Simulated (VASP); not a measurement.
# BAs (F-43m) in VASP: G0W0 quasiparticle levels with PBEsol

Aim: the G0W0 quasiparticle levels of BAs with PBEsol.

Everything below comes from runs of VASP 6.6.1. Logs are shortened: lines on timing, memory, paths and dates and some standing lists are left out, and cuts for length are marked.

**1. The cell of the first run**

It takes space group F-43m (No. 216, cubic). Conventional cell: a = 4.768 Å, b = 4.768 Å, c = 4.768 Å, α = 90.00°, β = 90.00°, γ = 90.00°. Within 2.7 Å of B (site symmetry -43m) lie 4 As at 2.06 Å. As (site symmetry -43m) has 4 B at 2.06 Å within 2.7 Å.

**2. G0W0 quasiparticle levels, PBEsol**

Input file POSCAR:

```
BAs
1.0
    0.0000000000      2.3838694125      2.3838694125
    2.3838694125      0.0000000000      2.3838694125
    2.3838694125      2.3838694125      0.0000000000
B As
1 1
Direct
    0.0000000000      0.0000000000      0.0000000000
    0.2500000000      0.2500000000      0.2500000000
```

Input file INCAR.step1:

```
  ALGO = Normal
  EDIFF = 1E-8
  ENCUT = 500
  GGA = PS
  ISMEAR = 0
  LASPH = T
  LCHARG = F
  LREAL = F
  LWAVE = T
  NELM = 80
  PREC = Accurate
  SIGMA = 0.01
```

Input file INCAR.step2:

```
  ALGO = Exact
  EDIFF = 1E-8
  ENCUT = 500
  GGA = PS
  ISMEAR = 0
  ISTART = 1
  LASPH = T
  LCHARG = F
  LOPTICS = T
  LREAL = F
  LWAVE = T
  NBANDS = 65
  NELM = 1
  PREC = Accurate
  SIGMA = 0.01
```

Input file INCAR.step3:

```
  ALGO = EVGW0
  EDIFF = 1E-8
  ENCUT = 500
  ENCUTGW = 100.0
  GGA = PS
  ISMEAR = 0
  ISTART = 1
  LASPH = T
  LCHARG = F
  LREAL = F
  LWAVE = F
  NBANDS = 65
  NBANDSGW = 12
  NELMGW = 1
  NOMEGA = 48
  PREC = Accurate
  PRECFOCK = Fast
  SIGMA = 0.01
```

Input file KPOINTS:

```
k-points
0
Gamma
  4 4 4
```

Potentials or basis: VASP PAW PBE potentials, release 64 (B_GW, As_GW).

On the command line:

```
$ cat potpaw_PBE.64/B_GW/POTCAR potpaw_PBE.64/As_GW/POTCAR > POTCAR
$ cp INCAR.step1 INCAR
$ mpirun -np 1 vasp_std > vasp.out
$ cp INCAR.step2 INCAR
$ mpirun -np 1 vasp_std > vasp.out
$ cp INCAR.step3 INCAR
$ mpirun -np 1 vasp_std > vasp.out
```

OUTCAR:

```text
EDIFF = 1E-8
   ENCUT = 500
   ENCUTGW = 100.0
   GGA = PS
   ISMEAR = 0
   ISTART = 1
   LASPH = T
   LREAL = F
   NELMGW = 1
   PREC = Accurate
   PRECFOCK = Fast

 ion  position               nearest neighbor table
   1  0.000  0.000  0.000-   2 2.06   2 2.06   2 2.06   2 2.06
   2  0.250  0.250  0.250-   1 2.06   1 2.06   1 2.06   1 2.06

  LATTYP: Found a face centered cubic cell.
 ALAT       =     4.7677388250

  Lattice vectors:

 A1 = (   0.0000000000,   2.3838694125,   2.3838694125)
 A2 = (   2.3838694125,   0.0000000000,   2.3838694125)
 A3 = (   2.3838694125,   2.3838694125,   0.0000000000)

Analysis of symmetry for initial positions (statically):
=====================================================================
 Subroutine PRICEL returns:
 Original cell was already a primitive cell.

 Routine SETGRP: Setting up the symmetry group for a
 face centered cubic supercell.

 Subroutine GETGRP returns: Found 24 space group operations
 (whereof 24 operations were pure point group operations)
 out of a pool of 48 trial point group operations.

The static configuration has the point symmetry T_d .

Analysis of symmetry for dynamics (positions and initial velocities):
=====================================================================
 Subroutine PRICEL returns:
 Original cell was already a primitive cell.

 Routine SETGRP: Setting up the symmetry group for a
 face centered cubic supercell.

 Subroutine GETGRP returns: Found 24 space group operations
 (whereof 24 operations were pure point group operations)
 out of a pool of 48 trial point group operations.

The dynamic configuration has the point symmetry T_d .

 Subroutine INISYM returns: Found 24 space group operations
 (whereof 24 operations are pure point group operations),
 and found     1 'primitive' translations

----------------------------------------------------------------------------------------

[... 72 lines left out ...]
   LASPH  =      T    aspherical Exc in radial PAW
   ENCUT  =  500.0 eV  36.75 Ry    6.06 a.u.   6.15  6.15  6.15*2*pi/ulx,y,z
   NELM   =     60;   NELMIN=  2; NELMDL=  0     # of ELM steps
   EDIFF  = 0.1E-07   stopping-criterion for ELM
   LREAL  =      F    real-space projection
   EDIFFG = 0.1E-06   stopping-criterion for IOM
   NSW    =      0    number of steps for IOM
   IBRION =     -1    ionic relax: 0-MD 1-quasi-New 2-CG
   NFREE  =      0    steps in history (QN), initial steepest desc. (CG)
   ISIF   =      0    stress and relaxation
   ISYM   =      3    0-nonsym 1-usesym 2-fastsym
   POTIM  = 0.5000    time-step for ionic-motion
   TEBEG  =    0.0;   TEEND  =   0.0 temperature during run
   PSTRESS=    0.0 pullay stress
   NELECT =       8.0000    total number of electrons
   NUPDOWN=      -1.0000    fix difference up-down
   EMIN   =  10.00;   EMAX   =-10.00  energy-range for DOS
   EFERMI =   0.00;   METHOD = LEGACY
   ISMEAR =     0;   SIGMA  =   0.01  broadening in eV -4-tet -1-fermi 0-gaus
   EFERMI_NEDOS =   21; number of points for ismear=-14 and -15
   IALGO  =     38    algorithm
   IMIX   =      4    mixing-type and parameters
     AMIX     =   0.40;   BMIX     =  1.00
     AMIX_MAG =   1.60;   BMIX_MAG =  1.00
  volume/ion in A,a.u.               =      13.55        91.42
  Fermi-wavevector in a.u.,A,eV,Ry     =   1.090132  2.060051 16.168993  1.188387
  Thomas-Fermi vector in A             =   2.226350
   LORBIT       =      0    0 simple, 1 ext, 2 COOP (PROOUT), +10 PAW based schemes
   GGA     = PS    functional components
   LHFCALC =     T    Hartree Fock is set to
   PRECFOCK=fast      Normal, Fast or Accurate (Low or Medium for compatibility)
   ENCUT4O =  -1.0   cutoff for four orbital integrals eV
   NKREDX  =     1    reduce k-point grid by
   NKREDY  =     1    reduce k-point grid by
   NKREDZ  =     1    reduce k-point grid by
   AEXX    =    1.0000 exact exchange contribution
   HFSCREEN=    0.0000 screening length (either q_TF or 0.3 A-1)
   HFSCREENC=   0.0000 screening length for correlation (either q_TF or 0.3 A-1)
   ENCUTFOCK=  -1.0 apply spherical cutoff to Coloumb kernel
   IVDW    =     0    specifies the selected vdW correction
   LEPSILON=     F    determine dielectric tensor
   LRPA    =     F    only Hartree local field effects (RPA)
   LRPAFORCE           =     F    calculate RPA forces
   ENCUTGW             = 100.0    cutoff for response function in eV
   ENCUTGWSOFT         =  80.0    soft cutoff for Coulomb kernel in GW response function in eV
   ENCUTLF             =  -1.0    cutoff for local field effects
   NELMGW              =     1    number of iterations in solving QP/BSE equation
   NELMHF              =     1    number of iterations in the inner HF iteration
   NKREDLFX            =     1    NKREDLFY  =   1   NKREDLFZ  =   1
 non-spin polarized calculation
 Gauss-broadening in eV      SIGMA  =   0.01
  energy-cutoff  :      500.00
  volume of cell :       27.09
 maximum number of plane-waves:       701
 NGX is ok and might be reduce to    28
  NGX = 14; NGY = 14; NGZ = 14
   NGX = 13   NGY = 13   NGZ = 13
 maximum number of plane-waves:        70
 NGX is ok and might be reduce to    14

 QP shifts <psi_nk| G(iteration)W_0 |psi_nk>: iteration 1
 for sc-GW calculations column KS-energies equals QP-energies in previous step
 and V_xc(KS)=  KS-energies - (<T + V_ion + V_H > + <T+V_H+V_ion>^1  + <V_x>^1)

 k-point   1 :       0.0000    0.0000    0.0000
  band No.  KS-energies  QP-energies   sigma(KS)   V_xc(KS)     V^pw_x(r,r')   Z            occupation Imag(sigma)

      1      -9.3218      -9.9365     -12.5984     -11.7435     -19.5867       0.7190       2.0000       1.2814
      2       6.1854       5.8955     -12.9923     -12.6253     -14.2902       0.7898       2.0000       0.0730
      3       6.1854       5.8955     -12.9923     -12.6253     -14.2902       0.7898       2.0000       0.0730
      4       6.1854       5.8955     -12.9923     -12.6253     -14.2902       0.7898       2.0000       0.0730
      5       9.4159       9.9123     -10.8544     -11.4862      -6.5979       0.7858       0.0000      -0.0822
      6       9.4159       9.9123     -10.8544     -11.4862      -6.5979       0.7858       0.0000      -0.0822
      7       9.4159       9.9123     -10.8544     -11.4862      -6.5979       0.7858       0.0000      -0.0822
      8      10.9186      11.6638     -11.6265     -12.6101      -6.3924       0.7577       0.0000      -0.1300
      9      15.5324      15.8560      -8.8654      -9.2762      -3.0815       0.7877       0.0000      -0.2921
     10      19.1187      19.3379     -10.2314     -10.5128      -4.3765       0.7788       0.0000      -0.3503
     11      19.1187      19.3379     -10.2314     -10.5128      -4.3765       0.7788       0.0000      -0.3503
     12      20.3937      20.6870      -8.9034      -9.2757      -2.5177       0.7879       0.0000      -0.4990
[... 100 lines left out ...]
      1      -4.9232      -5.2623     -12.9217     -12.4594     -18.2765       0.7335       2.0000       0.6404
      2      -1.8984      -2.5494     -13.0218     -12.1270     -17.5107       0.7276       2.0000       0.3907
      3       0.5832       0.0870     -11.8713     -11.2223     -14.6771       0.7646       2.0000       0.1617
      4       0.8825       0.3870     -11.9494     -11.2988     -14.6596       0.7616       2.0000       0.1513
      5      11.3399      11.6803     -10.3090     -10.7466      -5.3392       0.7780       0.0000      -0.1253
      6      12.1061      12.8081     -11.1004     -12.0244      -5.6311       0.7598       0.0000      -0.1607
      7      12.8468      13.1708      -9.8553     -10.2664      -4.9323       0.7881       0.0000      -0.1478
      8      13.2106      13.6703     -10.8813     -11.4814      -5.3554       0.7662       0.0000      -0.1996
      9      18.4708      19.0124     -11.1880     -11.9133      -4.2218       0.7468       0.0000      -0.5077
     10      21.7049      22.3135     -11.1331     -11.9386      -4.2036       0.7555       0.0000      -0.7458
     11      21.8284      22.1630     -10.2333     -10.6746      -3.3283       0.7582       0.0000      -0.6576
     12      25.0394      25.5946     -10.3896     -11.1212      -3.4284       0.7590       0.0000      -0.9353
```

Run time: 71 s. Hardware: 1 thread of Intel Xeon 8259CL, shared host; peak memory 0.23 GiB.

What came out:

```yaml
Quasiparticle_gap: 1.90 eV
Least_direct_quasiparticle_gap: 4.02 eV
Band_gap_of_the_starting_levels_on_the_mesh: 1.28 eV
Least_direct_gap_of_the_starting_levels_on_the_mesh: 3.23 eV
```

Caveat: the k points lie up to 0.57 Å⁻¹ apart; bands, screening cutoff and mesh are small and nothing is extrapolated, so the quasiparticle values aren't converged.
